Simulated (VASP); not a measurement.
Wanted: the native input for a VASP 6.6.1 run.

| Property | Result |
| --- | --- |
| Task | single point |
| Functional | r2SCAN |
| Potentials or basis | VASP PAW PBE potentials, release 64 (Li_sv) |
| Cutoff | 830 eV |
| k mesh | 12 × 12 × 12 |
| Occupations | fermi-dirac, width 0.1 eV |
| Spin | no spin polarisation |
| Dipole correction | no |
| Further INCAR settings | ALGO = Normal; EDIFF = 1e-06; NBANDS = 8 |

Li:

```
CELL_PARAMETERS angstrom
0.00000 2.18899 2.18899
2.18899 0.00000 2.18899
2.18899 2.18899 0.00000
ATOMIC_POSITIONS crystal
Li 0.00000 0.00000 0.00000
```

This isn't the form of Li at room conditions, which is bcc.

These files were run (other wordings do the same):

POSCAR

```
Li
1.0
    0.0000000000      2.1889885449      2.1889885449
    2.1889885449      0.0000000000      2.1889885449
    2.1889885449      2.1889885449      0.0000000000
Li
1
Direct
    0.0000000000      0.0000000000      0.0000000000
```

INCAR.step1

```
SYSTEM = Li
PREC = Accurate
ENCUT = 830
ISMEAR = -1
SIGMA = 0.1
LREAL = .False.
LASPH = .True.
NELM = 120
NBANDS = 8
GGA = PE
ALGO = Normal
EDIFF = 1E-5
LWAVE = .True.
LCHARG = .False.
GGA_COMPAT = .False.
```

INCAR.step2

```
SYSTEM = Li
PREC = Accurate
ENCUT = 830
EDIFF = 1E-6
ISMEAR = -1
SIGMA = 0.1
LREAL = .False.
LASPH = .True.
NELM = 120
ALGO = Normal
ISIF = 2
LWAVE = .False.
LCHARG = .False.
METAGGA = R2SCAN
LMIXTAU = .True.
NBANDS = 8
ISTART = 1
GGA_COMPAT = .False.
```

KPOINTS

```
regular mesh
0
Gamma
  12 12 12
  0 0 0
```

Potentials or basis: VASP PAW PBE potentials, release 64 (Li_sv).

The run is started by

```console
$ cat potpaw_PBE.64/Li_sv/POTCAR > POTCAR
$ cp INCAR.step1 INCAR
$ mpirun -np 1 vasp_std > vasp.out
$ cp INCAR.step2 INCAR
$ mpirun -np 1 vasp_std > vasp.out
```

It gave:

The pressure is -0.1 GPa and the band gap on the k mesh is zero (an odd number of electrons rules out a gap without spin polarisation).

Caveat: the PAW data sets were made with another functional, which shifts forces and pressure a little.

Run time: 2.3 min on 1 thread of Intel(R) Xeon(R) Platinum 8124M CPU @ 3.00GHz (Skylake/Cascade Lake), on a shared host, peak memory 0.17 GiB.
